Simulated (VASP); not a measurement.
Wanted: the native input for a VASP 6.6.1 run.

| Item | Value |
| --- | --- |
| Task | single point |
| Functional | PBE |
| Potentials or basis | VASP PAW PBE potentials, release 64 (Y_sv, F) |
| Cutoff | 520 eV |
| k mesh | 4 × 4 × 4 |
| Occupations | gaussian, width 0.1 eV |
| Spin | collinear spin |
| Starting moments | [0.0, 0.0, 1.0, 1.0] μB |
| Dipole correction | no |
| Further INCAR settings | ALGO = Normal; EDIFF = 1e-06; NBANDS = 30 |

The structure of YF lies in POSCAR:

```
YF
1.0
    3.9142846100      0.0000000000      0.0000000000
    0.0000000000      3.9142846100      0.0000000000
    0.0000000000      0.0000000000      5.5356343800
Y F
2 2
Direct
    0.5000000000      0.0000000000      0.7500000000
    0.0000000000      0.5000000000      0.2500000000
    0.0000000000      0.0000000000      0.0000000000
    0.5000000000      0.5000000000      0.0000000000
```

This cell differs from its parent crystal: atoms taken out.

One way to write it, as run:

INCAR

```
SYSTEM = YF
  PREC = Accurate
  ENCUT = 520
  EDIFF = 1E-6
  ISMEAR = 0
  SIGMA = 0.1
  LREAL = .FALSE.
  LASPH = .TRUE.
  NELM = 150
  ALGO = Normal
  ISIF = 2
  LWAVE = .FALSE.
  LCHARG = .FALSE.
  ISPIN = 2
  MAGMOM = 0 0 1 1
  LORBIT = 11
  LMAXMIX = 4
  GGA = PE
  NBANDS = 30
```

KPOINTS

```
Automatic mesh
0
G
  4 4 4
  0 0 0
```

Potentials or basis: VASP PAW PBE potentials, release 64 (Y_sv, F).

Run with:

```console
$ cat potpaw_PBE.64/Y_sv/POTCAR potpaw_PBE.64/F/POTCAR > POTCAR
$ mpirun -np 1 vasp_std > vasp.out
```

Results of the run:

```
Pressure                                              : -3.0 GPa
Largest force                                         : 0.816 eV/Å
Band gap on the k mesh                                : zero (filled and empty bands overlap)
Net moment                                            : 0.00 μB per cell
Valence electrons inside the program's atomic spheres : Y 9.26; F 6.12
```

Caveat: the k points lie up to 0.40 Å⁻¹ apart, too coarse for converged energies and pressures of a metal; the cell differs from its parent crystal (atoms taken out).

Run time: 110 s on 1 thread of Intel Xeon 8259CL, on a shared host, peak memory 0.26 GiB.
